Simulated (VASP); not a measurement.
CdF4: single point with PBE

CdF4:

```xyz
5
Lattice="-2.6362 2.6362 2.6362 2.6362 -2.6362 2.6362 2.6362 2.6362 -2.6362" Properties=species:S:1:pos:R:3 pbc="T T T"
Cd    0.0000    0.0000    0.0000
F     1.3181    1.3181    1.3181
F     1.3181    1.3181   -1.3181
F     1.3181   -1.3181    1.3181
F    -1.3181    1.3181    1.3181
```

```yaml
Program: VASP 6.6.1
Task: single point
Functional: PBE
Potentials_or_basis: VASP PAW PBE potentials, release 64 (Cd, F)
Cutoff: 520 eV
k_mesh: 6 × 6 × 6
Occupations: gaussian, width 0.1 eV
Spin: no spin polarisation
Dipole_correction: no
Further_INCAR_settings: ALGO = Normal; EDIFF = 1e-07; NBANDS = 28
```

* Pressure: -0.6 GPa
* Band gap on the k mesh: zero (band 20 reaches -3.60 eV, above the bottom of band 21 at -4.25 eV)

Levels at points of the mesh, in eV from the Fermi level:
| k point | band 17 | band 18 | band 19 | band 20 | band 21 | band 22 | band 23 | band 24 |
| --- | --- | --- | --- | --- | --- | --- | --- | --- |
| (0.00, 0.00, 0.00) | -0.35 | -0.35 | -0.35 | 0.25 | 0.25 | 4.91 | 12.19 | 14.46 |
| (0.50, 0.00, 0.00) | -0.73 | -0.67 | -0.23 | -0.10 | 0.16 | 7.75 | 10.72 | 13.32 |
| (0.50, 0.50, 0.50) | 0.07 | 0.07 | 0.19 | 0.19 | 0.19 | 9.69 | 11.80 | 11.80 |

Wall time 25 s on 1 thread of AMD EPYC 9R45 96-Core Processor (Zen 5), with other jobs on the host, peak memory 0.17 GiB.
